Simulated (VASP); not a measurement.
# Si16Ge (a cell with a defect) in VASP: notebook, part 2 of 2

VASP 6.6.1. Earlier steps stand in the parts before.

### 3 Single point, LDA

Input file INCAR:

```
ALGO = Normal ; EDIFF = 1E-6
ENCUT = 520 ; GGA = CA
ISIF = 2 ; ISMEAR = -1
LASPH = True ; LCHARG = False
LREAL = Auto ; LWAVE = False
NBANDS = 53 ; NELM = 80
PREC = Accurate ; SIGMA = 0.05
```

Input file KPOINTS:

```
k-points
0
Gamma
  2 2 2
```

Input file POSCAR:

```
Si16Ge
1.0
    0.0000000000      5.4300000000      5.4300000000
    5.4300000000      0.0000000000      5.4300000000
    5.4300000000      5.4300000000      0.0000000000
Si Ge
16 1
Direct
    0.0378143646     -0.0126631676     -0.0125709024
    0.1373207182      0.1234107735      0.1230601289
   -0.0051447514      0.0170718232      0.4940401473
    0.1378195212      0.1229491713      0.6161766114
   -0.0052675875      0.4943537753      0.0163836096
    0.1371077348      0.6161408840      0.1231458564
   -0.0051639042      0.4939160221      0.4941077348
    0.0590289134      0.6471729282      0.6465460405
    0.5091497238      0.0045348066      0.0039883978
    0.6646309392      0.1119383057      0.1114244936
    0.5096201657      0.0044146409      0.4817689687
    0.6202313996      0.1647490792      0.6072010129
    0.5089220074      0.4822021179      0.0042336096
    0.6201757827      0.6075439227      0.1647024862
    0.4349715470      0.5217290055      0.5215260589
    0.6202311234      0.6077254144      0.6071716390
    0.6394790055      0.7865963168      0.7869265193
```

Potentials or basis: VASP PAW LDA potentials, release 64 (Si, Ge_d).

Run with:

```console
cat potpaw_LDA.64/Si/POTCAR potpaw_LDA.64/Ge_d/POTCAR > POTCAR
mpirun -np 1 vasp_std > vasp.out
```

OUTCAR:

```text
EDIFF = 1E-6
   ENCUT = 520
   GGA = CA
   ISIF = 2
   ISMEAR = -1
   LASPH = True
   LREAL = Auto
   NELM = 80
   PREC = Accurate

 ion  position               nearest neighbor table
   1  0.038  0.987  0.987-   6 2.33   2 2.33   4 2.33  10 2.34
   2  0.137  0.123  0.123-   5 2.33   3 2.33   9 2.33   1 2.33
   3  0.995  0.017  0.494-   2 2.33   4 2.33   8 2.35  12 2.35
   4  0.138  0.123  0.616-   7 2.33   3 2.33  11 2.33   1 2.33
   5  0.995  0.494  0.016-   6 2.33   2 2.33   8 2.35  14 2.35
   6  0.137  0.616  0.123-   5 2.33   7 2.33  13 2.33   1 2.33
   7  0.995  0.494  0.494-   6 2.33   4 2.33   8 2.35  16 2.35
   8  0.059  0.647  0.647-   5 2.35   7 2.35   3 2.35  15 2.36  17 2.63
   9  0.509  0.005  0.004-  10 2.33   2 2.33  17 2.46  12 2.50  14 2.50
  10  0.665  0.112  0.111-  13 2.33  11 2.33   9 2.33   1 2.34
  11  0.510  0.004  0.482-  10 2.33   4 2.33  17 2.46  12 2.49  16 2.50
  12  0.620  0.165  0.607-  15 2.28   3 2.35  17 2.48  11 2.49   9 2.50
  13  0.509  0.482  0.004-  10 2.33   6 2.33  17 2.45  16 2.50  14 2.50
  14  0.620  0.608  0.165-  15 2.28   5 2.35  17 2.47   9 2.50  13 2.50
  15  0.435  0.522  0.522-  14 2.28  16 2.28  12 2.28   8 2.36
  16  0.620  0.608  0.607-  15 2.28   7 2.35  17 2.47  11 2.50  13 2.50
  17  0.639  0.787  0.787-  13 2.45   9 2.46  11 2.46  14 2.47  16 2.47  12 2.48   8 2.63
[... 209 lines left out ...]
      4     -18.2948      2.00000
      5     -18.2938      2.00000
      6      -6.4936      2.00000
[... 421 lines left out ...]
     50      10.2422      0.00000
     51      10.3419      0.00000
 [bands above 51 left out]

------------------------ aborting loop because EDIFF is reached ----------------------------------------

  FORCE on cell =-STRESS in cart. coord.  units (eV):
  Direction    XX          YY          ZZ          XY          YZ          ZX
  --------------------------------------------------------------------------------------
  -------------------------------------------------------------------------------------
  Total        4.0546012      4.0706429      4.0466032      1.4974712     -1.4818836      1.4813396
  in kB       20.2875332     20.3677993     20.2475144      7.4927210     -7.4147274      7.4120055
  external PRESSURE =      20.3009489 kB  Pullay stress =       0.0000000 kB

 VOLUME and BASIS-vectors are now :
 -----------------------------------------------------------------------------
  energy-cutoff  :      520.00
  volume of cell :      320.21
      direct lattice vectors                 reciprocal lattice vectors
     0.000000000  5.430000000  5.430000000    -0.092081031  0.092081031  0.092081031
     5.430000000  0.000000000  5.430000000     0.092081031 -0.092081031  0.092081031
     5.430000000  5.430000000  0.000000000     0.092081031  0.092081031 -0.092081031

 POSITION                                       TOTAL-FORCE (eV/Angst)
 -----------------------------------------------------------------------------------
     10.72298      5.56707      5.56657         0.019448     -0.023076     -0.018880
      1.33834      1.41387      1.41577        -0.010763     -0.004490     -0.008128
      2.77534      8.08470      5.49476        -0.012124      0.009071      0.006180
      4.01345      4.09420      1.41597         0.007744      0.003135     -0.007770
      2.77330      5.49036      8.08574        -0.007509      0.013192      0.007990
      4.01433      1.41318      4.09014         0.007523     -0.003177      0.011792
[... 9 lines left out ...]
      6.59689      6.66480      6.66780        -0.021121      0.010231      0.005353
      8.54423      7.74538      7.74359         0.015936     -0.015460     -0.012727
 -----------------------------------------------------------------------------------
    total drift:                                0.003777     -0.005202     -0.001149

  FREE ENERGIE OF THE ION-ELECTRON SYSTEM (eV)
  ---------------------------------------------------
  free  energy   TOTEN  =       -96.2109975489 eV

  energy  without entropy=      -96.1544046232  energy(sigma->0) =      -96.18270109
```

OSZICAR:

```text
N       E                     dE             d eps       ncg     rms          rms(c)
DAV:   1     0.407182657386E+03    0.40718E+03   -0.29665E+04   995   0.158E+03
DAV:   2    -0.282201753419E+02   -0.43540E+03   -0.40547E+03   912   0.377E+02
DAV:   3    -0.946446241125E+02   -0.66424E+02   -0.63479E+02  1061   0.106E+02
DAV:   4    -0.981633533074E+02   -0.35187E+01   -0.34744E+01  1056   0.280E+01
DAV:   5    -0.982792057938E+02   -0.11585E+00   -0.11558E+00  1104   0.511E+00    0.146E+01
DAV:   6    -0.968348357219E+02    0.14444E+01   -0.85925E-01  1027   0.294E+00    0.869E+00
DAV:   7    -0.962121058654E+02    0.62273E+00   -0.14961E+00   960   0.356E+00    0.669E-01
DAV:   8    -0.962106271501E+02    0.14787E-02   -0.11829E-01  1040   0.155E+00    0.392E-01
DAV:   9    -0.962109866540E+02   -0.35950E-03   -0.58269E-03  1096   0.316E-01    0.206E-01
DAV:  10    -0.962109896612E+02   -0.30071E-05   -0.64757E-04  1016   0.982E-02    0.881E-02
DAV:  11    -0.962109988416E+02   -0.91804E-05   -0.68664E-05  1032   0.331E-02    0.211E-02
DAV:  12    -0.962109973069E+02    0.15347E-05   -0.65840E-06  1032   0.105E-02    0.916E-03
DAV:  13    -0.962109975489E+02   -0.24195E-06   -0.12421E-06   696   0.445E-03
   1 F= -.96210998E+02 E0= -.96182701E+02  d E =-.565929E-01
```

stdout:

```text
POSCAR found type information on POSCAR SiGe
 POSCAR found :  2 types and      17 ions
 scaLAPACK will be used
 LDA part: xc-table for (Slater(with rela. corr.)+CA(PZ))
 , standard interpolation
 POSCAR, INCAR and KPOINTS ok, starting setup
 FFT: planning ... GRIDC
 FFT: planning ... GRID_SOFT
 FFT: planning ... GRID
 WAVECAR not read
 entering main loop
```

It took 99 s on 1 thread of Intel Xeon 6975P-C (Granite Rapids), shared host; peak memory 0.4 GiB.

Results:

| Item | Value |
| --- | --- |
| Free energy | -96.2110 eV |
| Pressure | 2.0 GPa |
| Largest force | 0.042 eV/Å |
| Band gap on the k mesh | zero (band 39 reaches 6.73 eV, above the bottom of band 40 at 6.60 eV) |

Forces on the atoms (eV/Å):
```
Si   0.019 -0.023 -0.019
Si  -0.011 -0.004 -0.008
Si  -0.012  0.009  0.006
Si   0.008  0.003 -0.008
Si  -0.008  0.013  0.008
Si   0.008 -0.003  0.012
Si  -0.007  0.008  0.012
Si  -0.012  0.012  0.012
Si  -0.006 -0.012 -0.013
Si   0.024 -0.024 -0.025
Si   0.012  0.001 -0.018
Si  -0.002  0.011  0.023
Si   0.012 -0.013  0.010
Si  -0.011  0.016  0.012
Si  -0.008  0.011  0.005
Si  -0.021  0.010  0.005
Ge   0.016 -0.015 -0.013
```

Stress tensor (GPa, compression positive):
```
 2.03  0.75  0.74
 0.75  2.04 -0.74
 0.74 -0.74  2.02
```

Levels at points of the mesh, in eV from the Fermi level:
```
           k point  band 36  band 37  band 38  band 39  band 40  band 41  band 42  band 43
(0.00, 0.00, 0.00)    -1.04    -0.57    -0.57    -0.56    -0.11    -0.10     0.16     0.16
(0.50, 0.00, 0.00)    -1.29    -1.23    -1.23    -0.27     0.39     0.39     1.12     1.15
(0.00, 0.50, 0.00)    -1.37    -1.33    -0.98    -0.14     0.13     0.73     0.83     0.97
(0.00, 0.00, 0.50)    -1.37    -1.33    -0.98    -0.14     0.12     0.73     0.83     0.97
(0.50, 0.50, 0.50)    -1.37    -1.33    -0.98    -0.14     0.12     0.73     0.83     0.97
(0.50, 0.50, 0.00)    -1.82    -1.70    -0.98     0.03     0.42     1.22     1.36     1.61
(0.00, 0.50, 0.50)    -1.82    -1.70    -0.98     0.03     0.42     1.22     1.36     1.61
(0.50, 0.00, 0.50)    -1.82    -1.70    -0.98     0.03     0.42     1.22     1.36     1.61
```

Caveat: the k points lie up to 0.50 Å⁻¹ apart.

### 4 Single point, LDA

Input file INCAR:

```
  PREC = Accurate
  ENCUT = 520
  EDIFF = 1E-7
  ISMEAR = -1
  SIGMA = 0.05
  LREAL = Auto
  LASPH = T
  NELM = 100
  ALGO = Normal
  ISIF = 2
  LWAVE = F
  LCHARG = T
  LELF = T
  LVHAR = T
  NBANDS = 53
```

Input file KPOINTS:

```
Automatic mesh
0
Gamma
  2 2 2
```

Input file POSCAR:

```
Si16Ge
1.0
    0.0000000000      5.4300000000      5.4300000000
    5.4300000000      0.0000000000      5.4300000000
    5.4300000000      5.4300000000      0.0000000000
Si Ge
16 1
Direct
    0.0656829650     -0.0219004604     -0.0218555249
    0.1298965930      0.1306144567      0.1312713628
   -0.0130604972      0.0087577348      0.5022280847
    0.1298000000      0.1308436464      0.6082633517
   -0.0122941068      0.5015475138      0.0091362799
    0.1299502762      0.6082607735      0.1310950276
   -0.0128762431      0.5018272560      0.5020478821
    0.0867457643      0.6375186924      0.6379577348
    0.5044576427      0.0176025783      0.0176075506
    0.6896957643      0.1032795580      0.1035651934
    0.5044095764      0.0174882136      0.4606092081
    0.6151274401      0.1430257827      0.6206640884
    0.5044957643      0.4601418048      0.0176672192
    0.6159094843      0.6204026703      0.1431630755
    0.4599409761      0.5133549724      0.5133466851
    0.6152965009      0.6209941068      0.6206795580
    0.4855821363      0.8377344383      0.8387804788
```

Run with:

```console
cat potpaw_LDA.64/Si/POTCAR potpaw_LDA.64/Ge_d/POTCAR > POTCAR
mpirun -np 1 vasp_std > vasp.out
```

It took 86 s on 1 thread of Intel Xeon 6975P-C (Granite Rapids), shared host; peak memory 0.4 GiB.

The run converged. Its results:

| Item | Value |
| --- | --- |
| Free energy | -96.2109 eV |
| Pressure | 2.0 GPa |
| Largest force | 0.044 eV/Å |
| Band gap on the k mesh | zero (band 39 reaches 6.73 eV, above the bottom of band 40 at 6.60 eV) |

Forces in eV/Å, atoms in the order of the input:
```
Si   0.011 -0.010 -0.011
Si   0.011 -0.010 -0.010
Si  -0.008  0.008 -0.004
Si   0.013 -0.008 -0.011
Si  -0.006 -0.012  0.005
Si   0.009 -0.009 -0.013
Si   0.008  0.008  0.007
Si  -0.019  0.018  0.020
Si   0.021 -0.008 -0.008
Si   0.009 -0.002 -0.010
Si   0.002 -0.026 -0.006
Si  -0.009  0.021 -0.003
Si   0.008 -0.010 -0.019
Si  -0.013 -0.011  0.014
Si  -0.024  0.027  0.024
Si   0.005  0.018  0.009
Ge  -0.016  0.008  0.015
```

Stress tensor (GPa, compression positive):
```
 2.03  0.74  0.76
 0.74  2.01 -0.74
 0.76 -0.74  2.03
```

Levels at points of the mesh, in eV from the Fermi level:
| k point | band 36 | band 37 | band 38 | band 39 | band 40 | band 41 | band 42 | band 43 |
| --- | --- | --- | --- | --- | --- | --- | --- | --- |
| (0.00, 0.00, 0.00) | -1.04 | -0.57 | -0.56 | -0.56 | -0.10 | -0.10 | 0.16 | 0.17 |
| (0.50, 0.00, 0.00) | -1.29 | -1.23 | -1.22 | -0.27 | 0.39 | 0.40 | 1.12 | 1.15 |
| (0.00, 0.50, 0.00) | -1.37 | -1.33 | -0.98 | -0.14 | 0.12 | 0.73 | 0.83 | 0.97 |
| (0.00, 0.00, 0.50) | -1.36 | -1.33 | -0.98 | -0.14 | 0.13 | 0.73 | 0.83 | 0.97 |
| (0.50, 0.50, 0.50) | -1.37 | -1.33 | -0.98 | -0.14 | 0.13 | 0.73 | 0.83 | 0.97 |
| (0.50, 0.50, 0.00) | -1.82 | -1.70 | -0.98 | 0.03 | 0.42 | 1.22 | 1.37 | 1.61 |
| (0.00, 0.50, 0.50) | -1.82 | -1.70 | -0.98 | 0.03 | 0.42 | 1.22 | 1.37 | 1.61 |
| (0.50, 0.00, 0.50) | -1.82 | -1.70 | -0.98 | 0.03 | 0.42 | 1.22 | 1.37 | 1.61 |

Caveat: the k points lie up to 0.50 Å⁻¹ apart.

### 5 Single point, LDA

Input file INCAR:

```
SYSTEM = Si16Ge
  PREC = Accurate
  ENCUT = 520
  EDIFF = 1E-7
  ISMEAR = -1
  SIGMA = 0.05
  LREAL = Auto
  LASPH = .True.
  NELM = 80
  ALGO = Normal
  ISIF = 2
  LWAVE = .False.
  LCHARG = .False.
  GGA = CA
  NBANDS = 53
```

Input file KPOINTS:

```
regular mesh
0
Gamma
  2 2 2
  0 0 0
```

Input file POSCAR:

```
Si16Ge
1.0
    0.0000000000      5.4300000000      5.4300000000
    5.4300000000      0.0000000000      5.4300000000
    5.4300000000      5.4300000000      0.0000000000
Si Ge
16 1
Direct
    0.0273572744     -0.0092202578     -0.0089016575
    0.1274864641      0.1284024862      0.1294802026
   -0.0066918048      0.0057932781      0.5006529466
    0.1271631676      0.1287530387      0.6150158379
   -0.0062232965      0.4995918048      0.0069428177
    0.1275922652      0.6146403315      0.1292616943
   -0.0065876611      0.4999414365      0.5004427256
    0.1009945672      0.6324857274      0.6336348987
    0.5075488950      0.0077172192      0.0081586556
    0.6614529466      0.1127203499      0.1130809392
    0.5071829650      0.0078538674      0.4769772560
    0.6223066298      0.1395977901      0.6190285451
    0.5076392265      0.4765403315      0.0080688766
    0.6227417127      0.6186494475      0.1399330571
    0.4737379374      0.5086383057      0.5088850829
    0.6223906077      0.6189359116      0.6189670350
    0.4215857274      0.8593070902      0.8597947514
```

Run with:

```console
cat potpaw_LDA.64/Si/POTCAR potpaw_LDA.64/Ge_d/POTCAR > POTCAR
mpirun -np 1 vasp_std > vasp.out
```

Run time: 84 s. Hardware: 1 thread of Intel Xeon 6975P-C (Granite Rapids), shared host; peak memory 0.39 GiB.

Results (log left out):

```yaml
Free_energy: -96.4313 eV
Pressure: 2.7 GPa
Largest_force: 0.287 eV/Å
Band_gap_on_the_k_mesh: zero (band 39 reaches 6.84 eV, above the bottom of band 40 at 6.62 eV)
```

Forces in eV/Å, atoms in the order of the input:
```
Si   0.082 -0.080 -0.083
Si  -0.023 -0.004 -0.002
Si  -0.021  0.021  0.013
Si   0.004  0.024 -0.003
Si  -0.022  0.008  0.021
Si   0.002 -0.004  0.021
Si  -0.010  0.022  0.021
Si  -0.051  0.048  0.052
Si  -0.082 -0.010 -0.011
Si   0.062 -0.057 -0.062
Si   0.006  0.077 -0.008
Si  -0.023  0.032  0.017
Si   0.011 -0.011  0.083
Si  -0.027  0.010  0.027
Si  -0.057  0.060  0.058
Si  -0.016  0.031  0.023
Ge   0.165 -0.166 -0.166
```

Stress tensor (GPa, compression positive):
```
 2.70  0.22  0.23
 0.22  2.70 -0.22
 0.23 -0.22  2.70
```

Levels at points of the mesh, in eV from the Fermi level:
| k point | band 35 | band 36 | band 37 | band 38 | band 39 | band 40 | band 41 | band 42 | band 43 | band 44 |
| --- | --- | --- | --- | --- | --- | --- | --- | --- | --- | --- |
| (0.00, 0.00, 0.00) | -1.58 | -0.80 | -0.65 | -0.65 | -0.37 | -0.14 | -0.14 | 0.04 | 0.04 | 0.47 |
| (0.50, 0.00, 0.00) | -1.38 | -1.38 | -1.34 | -1.34 | -0.32 | 0.45 | 0.46 | 1.03 | 1.03 | 1.17 |
| (0.00, 0.50, 0.00) | -1.42 | -1.39 | -1.39 | -1.28 | -0.23 | 0.37 | 0.71 | 0.82 | 0.88 | 1.26 |
| (0.00, 0.00, 0.50) | -1.42 | -1.39 | -1.39 | -1.28 | -0.23 | 0.37 | 0.71 | 0.82 | 0.87 | 1.26 |
| (0.50, 0.50, 0.50) | -1.42 | -1.39 | -1.39 | -1.28 | -0.23 | 0.37 | 0.71 | 0.82 | 0.88 | 1.26 |
| (0.50, 0.50, 0.00) | -2.01 | -1.92 | -1.78 | -1.20 | 0.08 | 0.68 | 1.08 | 1.16 | 1.22 | 1.93 |
| (0.00, 0.50, 0.50) | -2.01 | -1.92 | -1.78 | -1.20 | 0.08 | 0.68 | 1.08 | 1.16 | 1.22 | 1.93 |
| (0.50, 0.00, 0.50) | -2.01 | -1.92 | -1.78 | -1.20 | 0.08 | 0.68 | 1.08 | 1.16 | 1.22 | 1.92 |

Caveat: the k points lie up to 0.50 Å⁻¹ apart.
